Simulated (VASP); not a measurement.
# Al2GaP3 (P6/mmm) in VASP: single point with PBE

Aim: the single point of Al2GaP3 with PBE.

Everything below comes from runs of VASP 6.6.1. Logs are shortened: lines on timing, memory, paths and dates and some standing lists are left out, and cuts for length are marked.

### Step 1. The cell of the first run

Symmetry: P6/mmm, No. 191, hexagonal system. The conventional cell has a = 5.169 Å, b = 5.169 Å, c = 7.735 Å, α = 90.00°, β = 90.00°, γ = 120.00°. Al (site symmetry 6mm) has 1 Ga at 2.49 Å and 1 Al at 2.75 Å within 3.3 Å. Ga (site symmetry 6/mmm) has 2 Al at 2.49 Å and 6 P at 2.58 Å within 3.3 Å. Within 3.4 Å of P (site symmetry mmm) lie 4 P at 2.58 Å and 2 Ga at 2.58 Å.

The cell was built from a structure type or drawn by symmetry, and may not be a known phase.

### Step 2. Single point, PBE

Input file INCAR:

```
SYSTEM = Al2GaP3
ALGO     = Normal         ! electronic algorithm
EDIFF    = 1E-7           ! SCF threshold, eV
ENCUT    = 520            ! plane-wave cutoff, eV
GGA      = PE             ! functional
ISIF     = 2              ! what is computed and relaxed
ISMEAR   = 0              ! smearing method
LASPH    = .TRUE.         ! aspherical terms in the spheres
LCHARG   = .FALSE.        ! write CHGCAR
LREAL    = .FALSE.        ! projectors in reciprocal space
LWAVE    = .FALSE.        ! write WAVECAR
NBANDS   = 26             ! bands
NELM     = 100            ! most SCF steps
PREC     = Accurate       ! precision mode
SIGMA    = 0.1            ! smearing width, eV
```

Input file KPOINTS:

```
k-points
0
G
  12 12 6
  0 0 0
```

Input file POSCAR:

```
Al2GaP3
1.0
    5.1685068061      0.0000000000      0.0000000000
   -2.5842534030      4.4760581937      0.0000000000
    0.0000000000      0.0000000000      7.7347302440
Al Ga P
2 1 3
Direct
    0.0000000000      0.0000000000      0.3219941308
    0.0000000000      0.0000000000      0.6780058692
    0.0000000000      0.0000000000      0.0000000000
    0.5000000000      0.0000000000      0.0000000000
    0.0000000000      0.5000000000      0.0000000000
    0.5000000000      0.5000000000      0.0000000000
```

Potentials or basis: VASP PAW PBE potentials, release 64 (Al, Ga_d, P).

The run is started by

```bash
$ cat potpaw_PBE.64/Al/POTCAR potpaw_PBE.64/Ga_d/POTCAR potpaw_PBE.64/P/POTCAR > POTCAR
$ mpirun -np 1 vasp_std > vasp.out
```

OUTCAR:

```text
SYSTEM = Al2GaP3
   EDIFF = 1E-7
   ENCUT = 520
   GGA = PE
   ISIF = 2
   ISMEAR = 0
   LASPH = .TRUE.
   LREAL = .FALSE.
   NELM = 100
   PREC = Accurate

 ion  position               nearest neighbor table
   1  0.000  0.000  0.322-   3 2.49   2 2.75
   2  0.000  0.000  0.678-   3 2.49   1 2.75
   3  0.000  0.000  0.000-   1 2.49   2 2.49   5 2.58   5 2.58   4 2.58   4 2.58   6 2.58   6 2.58

   4  0.500  0.000  0.000-   6 2.58   6 2.58   3 2.58   3 2.58   5 2.58   5 2.58
   5  0.000  0.500  0.000-   3 2.58   3 2.58   6 2.58   6 2.58   4 2.58   4 2.58
   6  0.500  0.500  0.000-   4 2.58   4 2.58   5 2.58   5 2.58   3 2.58   3 2.58

  LATTYP: Found a hexagonal cell.
 ALAT       =     5.1685068061
 C/A-ratio  =     1.4965115718

  Lattice vectors:

 A1 = (   5.1685068061,   0.0000000000,   0.0000000000)
 A2 = (  -2.5842534030,   4.4760581937,   0.0000000000)
 A3 = (   0.0000000000,   0.0000000000,   7.7347302440)

Analysis of symmetry for initial positions (statically):
=====================================================================
 Subroutine PRICEL returns:
 Original cell was already a primitive cell.

 Routine SETGRP: Setting up the symmetry group for a
 hexagonal supercell.

 Subroutine GETGRP returns: Found 24 space group operations
 (whereof 24 operations were pure point group operations)
 out of a pool of 24 trial point group operations.

The static configuration has the point symmetry D_6h.

Analysis of symmetry for dynamics (positions and initial velocities):
=====================================================================
 Subroutine PRICEL returns:
 Original cell was already a primitive cell.

 Routine SETGRP: Setting up the symmetry group for a
 hexagonal supercell.

 Subroutine GETGRP returns: Found 24 space group operations
 (whereof 24 operations were pure point group operations)
 out of a pool of 24 trial point group operations.

The dynamic configuration has the point symmetry D_6h.

 Subroutine INISYM returns: Found 24 space group operations
 (whereof 24 operations are pure point group operations),
 and found     1 'primitive' translations

----------------------------------------------------------------------------------------

                                     Primitive cell

  volume of cell :     178.9394

  direct lattice vectors                    reciprocal lattice vectors
     5.168506806  0.000000000  0.000000000     0.193479478  0.111705429  0.000000000
    -2.584253403  4.476058194  0.000000000     0.000000000  0.223410858  0.000000000
     0.000000000  0.000000000  7.734730244     0.000000000  0.000000000  0.129286991

  length of vectors
     5.168506806  5.168506806  7.734730244     0.223410858  0.223410858  0.129286991

  position of ions in fractional coordinates (direct lattice)
     0.000000000  0.000000000  0.321994131
     0.000000000  0.000000000  0.678005869
     0.000000000  0.000000000  0.000000000
     0.500000000  0.000000000  0.000000000
     1.000000000  0.500000000  0.000000000
     0.500000000  0.500000000  0.000000000

  ion indices of the primitive-cell ions
   primitive index   ion index
                 1           1
                 2           2
                 3           3
                 4           4
                 5           5
                 6           6

----------------------------------------------------------------------------------------

 KPOINTS: k-points

Automatic generation of k-mesh.
 Grid dimensions read from file:
 generate k-points for:   12   12    6

 Generating k-lattice:

  Cartesian coordinates                     Fractional coordinates (reciprocal lattice)
     0.016123290  0.009308786  0.000000000     0.083333333 -0.000000000  0.000000000
     0.000000000  0.018617571  0.000000000     0.000000000  0.083333333  0.000000000
     0.000000000  0.000000000  0.021547832     0.000000000  0.000000000  0.166666667

  Length of vectors
     0.018617571  0.018617571  0.021547832

  Shift w.r.t. Gamma in fractional coordinates (k-lattice)
     0.000000000  0.000000000  0.000000000

 Subroutine IBZKPT returns following result:
 ===========================================

 Found     76 irreducible k-points:

 Following reciprocal coordinates:
            Coordinates               Weight
  0.000000  0.000000  0.000000      1.000000
  0.083333  0.000000  0.000000      6.000000
  0.166667  0.000000  0.000000      6.000000
  0.250000 -0.000000  0.000000      6.000000
  0.333333  0.000000  0.000000      6.000000
  0.416667  0.000000  0.000000      6.000000
[... 16 lines left out ...]
  0.250000 -0.000000  0.166667     12.000000
  0.333333  0.000000  0.166667     12.000000
 [... further k-points ...]
   k-points           NKPTS =     76   k-points in BZ     NKDIM =     76   number of bands    NBANDS=     26
   number of dos      NEDOS =    301   number of ions     NIONS =      6
   total plane-waves  NPLWV =  96000
   dimension x,y,z NGX =    40 NGY =   40 NGZ =   60
   dimension x,y,z NGXF=    80 NGYF=   80 NGZF=  120
   ions per type =               2   1   3
   NGX,Y,Z   is equivalent  to a cutoff of  12.87, 12.87, 12.90 a.u.
   NGXF,Y,Z  is equivalent  to a cutoff of  25.73, 25.73, 25.79 a.u.
 SYSTEM =  Al2GaP3
   PREC   = accura    normal or accurate (medium, high low for compatibility)
   ISTART =      0    job   : 0-new  1-cont  2-samecut
   ICHARG =      2    charge: 1-file 2-atom 10-const
   ISPIN  =      1    spin polarized calculation?
   LNONCOLLINEAR =      F non collinear calculations
   LSORBIT =      F    spin-orbit coupling
   LASPH  =      T    aspherical Exc in radial PAW
   ENCUT  =  520.0 eV  38.22 Ry    6.18 a.u.   9.61  9.61 14.38*2*pi/ulx,y,z
   NELM   =    100;   NELMIN=  2; NELMDL= -5     # of ELM steps
   EDIFF  = 0.1E-06   stopping-criterion for ELM
   LREAL  =      F    real-space projection
   EDIFFG = 0.1E-05   stopping-criterion for IOM
   NSW    =      0    number of steps for IOM
   IBRION =     -1    ionic relax: 0-MD 1-quasi-New 2-CG
   NFREE  =      0    steps in history (QN), initial steepest desc. (CG)
   ISIF   =      2    stress and relaxation
   ISYM   =      2    0-nonsym 1-usesym 2-fastsym
   POTIM  = 0.5000    time-step for ionic-motion
   TEBEG  =    0.0;   TEEND  =   0.0 temperature during run
   PSTRESS=    0.0 pullay stress
   NELECT =      34.0000    total number of electrons
   NUPDOWN=      -1.0000    fix difference up-down
   EMIN   =  10.00;   EMAX   =-10.00  energy-range for DOS
   EFERMI =   0.00;   METHOD = LEGACY
   ISMEAR =     0;   SIGMA  =   0.10  broadening in eV -4-tet -1-fermi 0-gaus
   EFERMI_NEDOS =   21; number of points for ismear=-14 and -15
   IALGO  =     38    algorithm
   IMIX   =      4    mixing-type and parameters
     AMIX     =   0.40;   BMIX     =  1.00
     AMIX_MAG =   1.60;   BMIX_MAG =  1.00
  volume/ion in A,a.u.               =      29.82       201.26
  Fermi-wavevector in a.u.,A,eV,Ry     =   0.941165  1.778544 12.051928  0.885792
  Thomas-Fermi vector in A             =   2.068649
   LORBIT       =      0    0 simple, 1 ext, 2 COOP (PROOUT), +10 PAW based schemes
   GGA     = PE    functional components
   LHFCALC =     F    Hartree Fock is set to
   AEXX    =    0.0000 exact exchange contribution
   IVDW    =     0    specifies the selected vdW correction
   LEPSILON=     F    determine dielectric tensor
   LRPA    =     F    only Hartree local field effects (RPA)
 non-spin polarized calculation
 Gauss-broadening in eV      SIGMA  =   0.10
  energy-cutoff  :      520.00
  volume of cell :      178.94
 maximum number of plane-waves:      4864
 NGX is ok and might be reduce to    40
   NGX = 19   NGY = 19   NGZ = 29

 number of electron      34.0000006 magnetization

 Free energy of the ion-electron system (eV)
  ---------------------------------------------------
  ext. energy  EPLUGINS =         0.00000000
  ---------------------------------------------------
  free energy    TOTEN  =       -20.64822496 eV

  energy without entropy =      -20.62359618  energy(sigma->0) =      -20.63591057

 E-fermi :   2.7641     XC(G=0):  -7.7372

 val. band max:        2.7569620502   @ k =   0.3333   0.0000   0.1667
 cond. band min:       2.7641788539   @ k =   0.4167   0.1667   0.3333
 fundamental gap:      0.0072168037
 Fermi energy:         2.7640742923

 k-point     1 :       0.0000    0.0000    0.0000
  band No.  band energies     occupation
      1     -12.4126      2.00000
      2     -12.3220      2.00000
      3     -12.3220      2.00000
      4     -12.2275      2.00000
      5     -12.2275      2.00000
      6     -10.9193      2.00000
[... 18 lines left out ...]
     25       7.1137      0.00000
     26       7.5314      0.00000

 k-point     2 :       0.0833    0.0000    0.0000
  band No.  band energies     occupation
      1     -12.4074      2.00000
      2     -12.3224      2.00000
      3     -12.3203      2.00000
      4     -12.2276      2.00000
      5     -12.2275      2.00000
      6     -10.8779      2.00000
[... 18 lines left out ...]
     25       7.2743      0.00000
     26       7.7274      0.00000

 k-point     3 :       0.1667    0.0000    0.0000
  band No.  band energies     occupation
      1     -12.3944      2.00000
      2     -12.3232      2.00000
      3     -12.3156      2.00000
      4     -12.2281      2.00000
      5     -12.2276      2.00000
      6     -10.7520      2.00000
[... 572 lines left out ...]
 k-point    23 :       0.2500   -0.0000    0.1667
  band No.  band energies     occupation
      1     -12.3791      2.00000
      2     -12.3235      2.00000
      3     -12.3091      2.00000
      4     -12.2288      2.00000
      5     -12.2278      2.00000
      6     -10.5383      2.00000
[... 18 lines left out ...]
     25       6.3351      0.00000
     26       7.6845      0.00000

 k-point    24 :       0.3333    0.0000    0.1667
  band No.  band energies     occupation
      1     -12.3673      2.00000
      2     -12.3222      2.00000
      3     -12.3025      2.00000
      4     -12.2295      2.00000
      5     -12.2280      2.00000
      6     -10.2390      2.00000
[... 18 lines left out ...]
     25       6.3796      0.00000
     26       7.4624      0.00000

 [... further k-points ...]

------------------------ aborting loop because EDIFF is reached ----------------------------------------

  FORCE on cell =-STRESS in cart. coord.  units (eV):
  Direction    XX          YY          ZZ          XY          YZ          ZX
  --------------------------------------------------------------------------------------
  -------------------------------------------------------------------------------------
  Total       -0.0081798     -0.0081798     -0.0226865     -0.0000000     -0.0000000      0.0000000
  in kB       -0.0732397     -0.0732397     -0.2031289     -0.0000000     -0.0000000      0.0000000
  external PRESSURE =      -0.1165361 kB  Pullay stress =       0.0000000 kB

 VOLUME and BASIS-vectors are now :
 -----------------------------------------------------------------------------
  energy-cutoff  :      520.00
  volume of cell :      178.94
      direct lattice vectors                 reciprocal lattice vectors
     5.168506806  0.000000000  0.000000000     0.193479478  0.111705429  0.000000000
    -2.584253403  4.476058194  0.000000000     0.000000000  0.223410858  0.000000000
     0.000000000  0.000000000  7.734730244     0.000000000  0.000000000  0.129286991

 POSITION                                       TOTAL-FORCE (eV/Angst)
 -----------------------------------------------------------------------------------
      0.00000      0.00000      2.49054        -0.000000      0.000000     -0.000247
      0.00000      0.00000      5.24419        -0.000000     -0.000000      0.000247
      0.00000      0.00000      0.00000         0.000000      0.000000      0.000000
      2.58425      0.00000      0.00000         0.000000      0.000000      0.000000
     -1.29213      2.23803      0.00000         0.000000      0.000000      0.000000
      1.29213      2.23803      0.00000         0.000000      0.000000      0.000000
 -----------------------------------------------------------------------------------
    total drift:                                0.000000      0.000000     -0.000000

  FREE ENERGIE OF THE ION-ELECTRON SYSTEM (eV)
  ---------------------------------------------------
  free  energy   TOTEN  =       -20.6482249591 eV

  energy  without entropy=      -20.6235961755  energy(sigma->0) =      -20.63591057
```

It took 6.1 min on 1 thread of Intel Xeon Platinum 8259CL at 2.50GHz (Skylake/Cascade Lake), shared host; peak memory 0.52 GiB.

What came out:

```
Free energy            : -20.6482 eV
Pressure               : 0.0 GPa
Band gap on the k mesh : zero (bands 17 and 18 overlap by 1.51 eV)
```

Levels at points of the mesh, in eV from the Fermi level:
| k point | band 15 | band 16 | band 17 | band 18 | band 19 | band 20 |
| --- | --- | --- | --- | --- | --- | --- |
| (0.00, 0.00, 0.00) | -1.25 | 0.30 | 0.30 | 1.47 | 1.47 | 1.69 |
| (0.50, 0.00, 0.00) | -1.06 | -0.93 | -0.84 | -0.46 | -0.31 | 1.05 |
| (0.00, 0.00, 0.50) | -1.58 | -0.08 | 0.27 | 0.27 | 0.92 | 0.92 |
| (0.50, 0.00, 0.50) | -1.06 | -0.95 | -0.80 | -0.69 | -0.36 | 0.47 |
